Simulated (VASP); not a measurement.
Wanted: the native input for a VASP 6.6.1 run.

```
Task                               : single point
Functional                         : BHLYP
Potentials or basis                : VASP PAW PBE potentials, release 64 (Cd, Se)
Cutoff                             : 520 eV
k mesh                             : 4 × 4 × 4
Occupations                        : fermi-dirac, width 0.05 eV
Spin                               : no spin polarisation
Dipole correction                  : no
Grid for exact exchange (PRECFOCK) : Normal
Further INCAR settings             : ALGO = Normal; EDIFF = 1e-06; NBANDS = 16
Share of exact exchange            : 0.5
```

The system is CdSe.

```
Cd Se
1.0
     0.00000    3.02878    3.02878
     3.02878    0.00000    3.02878
     3.02878    3.02878    0.00000
Cd Se
1 1
Direct
  0.00000 0.00000 0.00000
  0.25000 0.25000 0.25000
```

These files were run (other wordings do the same):

POSCAR

```
CdSe
1.0
    0.0000000000      3.0287759606      3.0287759606
    3.0287759606      0.0000000000      3.0287759606
    3.0287759606      3.0287759606      0.0000000000
Cd Se
1 1
Direct
    0.0000000000      0.0000000000      0.0000000000
    0.2500000000      0.2500000000      0.2500000000
```

INCAR.step1

```
SYSTEM = CdSe
PREC = Accurate ; ENCUT = 520
EDIFF = 1E-5 ; ISMEAR = -1
SIGMA = 0.05 ; LREAL = .FALSE.
LASPH = .TRUE. ; NELM = 100
ALGO = Normal ; ISIF = 2
LWAVE = .TRUE. ; LCHARG = .FALSE.
NBANDS = 16 ; GGA = PE
```

INCAR.step2

```
SYSTEM = CdSe
PREC = Accurate ; ENCUT = 520
EDIFF = 1E-6 ; ISMEAR = -1
SIGMA = 0.05 ; LREAL = .FALSE.
LASPH = .TRUE. ; NELM = 100
ALGO = Normal ; ISIF = 2
LWAVE = .FALSE. ; LCHARG = .FALSE.
GGA = B5 ; LHFCALC = .TRUE.
AEXX = 0.5 ; ALDAX = 0.5
AGGAX = 0.5 ; AGGAC = 1.0
ALDAC = 0.0 ; PRECFOCK = Normal
NBANDS = 16 ; ISTART = 1
```

KPOINTS

```
regular mesh
0
G
  4 4 4
  0 0 0
```

Potentials or basis: VASP PAW PBE potentials, release 64 (Cd, Se).

Command:

```sh
$ cat potpaw_PBE.64/Cd/POTCAR potpaw_PBE.64/Se/POTCAR > POTCAR
$ cp INCAR.step1 INCAR
$ mpirun -np 1 vasp_std > vasp.out
$ cp INCAR.step2 INCAR
$ mpirun -np 1 vasp_std > vasp.out
```

Results of the run:

```json
{"Pressure": "4.0 GPa", "Band gap on the k mesh": "4.02 eV"}
```

Caveat: the k points lie up to 0.45 Å⁻¹ apart; the PAW data sets were made with another functional, which shifts forces and pressure a little.

Wall time 13 min on 1 thread of AMD EPYC 7R13 Processor (Zen 3) (shared host), peak memory 0.15 GiB.
